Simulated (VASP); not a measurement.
TiAu, 2 atoms in the cell. Symmetry: P-6m2, No. 187, hexagonal system. Conventional cell: a = 2.986 Å, b = 2.986 Å, c = 4.554 Å, α = 90.00°, β = 90.00°, γ = 120.00°. Within 3.8 Å of Ti (site symmetry -6m2) lie 6 Au at 2.86 Å and 6 Ti at 2.99 Å. Au (site symmetry -6m2) has 6 Ti at 2.86 Å and 6 Au at 2.99 Å within 3.8 Å. 

| Quantity | Value |
| --- | --- |
| Program | VASP 6.6.1 |
| Task | relaxation of cell and atoms |
| Functional | PBEsol |
| Dispersion | D4 |
| Potentials or basis | VASP PAW PBE potentials, release 64 (Ti_sv, Au) |
| Cutoff | 600 eV |
| k mesh | 9 × 9 × 5 |
| Occupations | fermi-dirac, width 0.1 eV |
| Spin | no spin polarisation |
| Target pressure | 20 GPa |
| Dipole correction | no |
| Further INCAR settings | ALGO = Normal; EDIFF = 1e-07; IBRION = 2; EDIFFG = -0.01; NSW = 50; ISIF = 3 |

Potentials or basis: VASP PAW PBE potentials, release 64 (Ti_sv, Au).

Run with:

```sh
$ cat potpaw_PBE.64/Ti_sv/POTCAR potpaw_PBE.64/Au/POTCAR > POTCAR
$ mpirun -np 1 vasp_std > vasp.out
```

Hardware: 1 thread of Intel(R) Xeon(R) 6975P-C (Granite Rapids), with other jobs on the host.

Task: How long does it take, and how much memory?

Result: Wall time 63 s on 1 thread of Intel(R) Xeon(R) 6975P-C (Granite Rapids), on a shared host, peak memory 0.18 GiB. Counts: scf iterations 103, k points 36, ion steps 10.
